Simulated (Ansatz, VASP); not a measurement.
Al3GaN4 in VASP and in Ansatz

```
CELL_PARAMETERS angstrom
4.39917 0.00000 0.00000
0.00000 4.39917 0.00000
0.00000 0.00000 4.39917
ATOMIC_POSITIONS crystal
Al 0.50000 0.50000 0.00000
Al 0.50000 0.00000 0.50000
Al 0.00000 0.50000 0.50000
Ga 0.00000 0.00000 0.00000
N 0.74489 0.74489 0.25511
N 0.74489 0.25511 0.74489
N 0.25511 0.74489 0.74489
N 0.25511 0.25511 0.25511
```

Alike in both runs: task relaxation of the atoms; functional LDA; k mesh 6 × 6 × 6; no spin polarisation.

|  | VASP | Ansatz |
| --- | --- | --- |
| version | VASP 6.6.1 | Ansatz 0.2.0 |
| potentials or method | VASP PAW LDA potentials, release 64 (Al, Ga_d, N), cutoff 520 eV | scalar-relativistic, plane waves, PAW |
| occupations | gaussian, width 0.01 eV | fixed |
| valence electrons in the cell | 42 | 42 |

VASP gave:

| Item | Value |
| --- | --- |
| gap on the k mesh at the Fermi level, each at its own relaxed structure (eV) | 3.35 |

Problem. What did Ansatz give for the same quantities?

Solution. gap on the k mesh at the Fermi level, each at its own relaxed structure (eV): 3.37.

LDA's correlation is that of Perdew and Zunger in VASP and of Perdew and Wang (1992) in Ansatz. Ansatz's warnings: stress scf threshold loose.
